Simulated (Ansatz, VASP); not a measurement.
**Two plane-wave programs on Si3Sn**

Contents of POSCAR:

```
Si3Sn
1.0
    3.9552149893      0.0000000000      0.0000000000
    0.0000000000      3.9552149893      0.0000000000
    0.0000000000      0.0000000000      5.6312688147
Si Sn
3 1
Direct
    0.5000000000      0.0000000000      0.7746010626
    0.5000000000      0.5000000000      0.0000000000
    0.0000000000      0.5000000000      0.2253989374
    0.0000000000      0.0000000000      0.5000000000
```

INCAR.step1

```
SYSTEM = Si3Sn
ALGO     = Normal         ! electronic algorithm
EDIFF    = 1E-4           ! SCF threshold, eV
ENCUT    = 520            ! plane-wave cutoff, eV
GGA      = PE             ! functional
ISMEAR   = 0              ! smearing method
LASPH    = .TRUE.         ! aspherical terms in the spheres
LCHARG   = .FALSE.        ! write CHGCAR
LREAL    = .FALSE.        ! projectors in reciprocal space
LWAVE    = .TRUE.         ! write WAVECAR
NBANDS   = 21             ! bands
NELM     = 60             ! most SCF steps
PREC     = Accurate       ! precision mode
SIGMA    = 0.01           ! smearing width, eV
```

The input INCAR.step2:

```
SYSTEM = Si3Sn
ALGO     = Normal         ! electronic algorithm
EDIFF    = 1E-7           ! SCF threshold, eV
ENCUT    = 520            ! plane-wave cutoff, eV
ISIF     = 2              ! what is computed and relaxed
ISMEAR   = 0              ! smearing method
ISTART   = 1            
LASPH    = .TRUE.         ! aspherical terms in the spheres
LCHARG   = .FALSE.        ! write CHGCAR
LMIXTAU  = .TRUE.       
LREAL    = .FALSE.        ! projectors in reciprocal space
LWAVE    = .FALSE.        ! write WAVECAR
METAGGA  = R2SCAN         ! meta-GGA
NBANDS   = 21             ! bands
NELM     = 60             ! most SCF steps
PREC     = Accurate       ! precision mode
SIGMA    = 0.01           ! smearing width, eV
```

File KPOINTS:

```
k-points
0
G
  6 6 4
  0 0 0
```

Input for Ansatz:

```yaml
crystal:
  lattice:
    - [3.9552149893, 0.0, 0.0]
    - [0.0, 3.9552149893, 0.0]
    - [0.0, 0.0, 5.6312688147]
  atoms:
    - { symbol: Si, position: [0.5, 0.0, 0.7746010626] }
    - { symbol: Si, position: [0.5, 0.5, 0.0] }
    - { symbol: Si, position: [0.0, 0.5, 0.2253989374] }
    - { symbol: Sn, position: [0.0, 0.0, 0.5] }
kpoints:
  mp_grid: { grid: [6, 6, 4] }
hamiltonian:
  xc: r2scan
scf:
  occupations: { method: fixed }
  n_extra_bands: 5
output:
  forces: true
  stress: true
  eigenvalues: true
```

Alike in both runs: task single point; functional r2SCAN; k mesh 6 × 6 × 4; no spin polarisation.

```csv
,VASP,Ansatz
version,VASP 6.6.1,Ansatz 0.2.0
potentials or method,"VASP PAW PBE potentials, release 64 (Si, Sn_d)","plane waves, PAW"
plane-wave cutoff (eV),520,500
occupations,"gaussian, width 0.01 eV",fixed
valence electrons in the cell,26,26
```

|  | VASP | Ansatz | Ansatz less VASP |
| --- | --- | --- | --- |
| gap on the k mesh at the Fermi level (eV) | 0.30 | 0.28 | -0.011 |
| pressure (GPa) | 5.4 | 5.6 | +0.18 |
| rms of the force components (eV/Å) | 0.038 | 0.036 | -0.0020 |

VASP's potentials were made for PBE, not for r2SCAN. Atom by atom the forces differ by 0.002 eV/Å (rms over components).
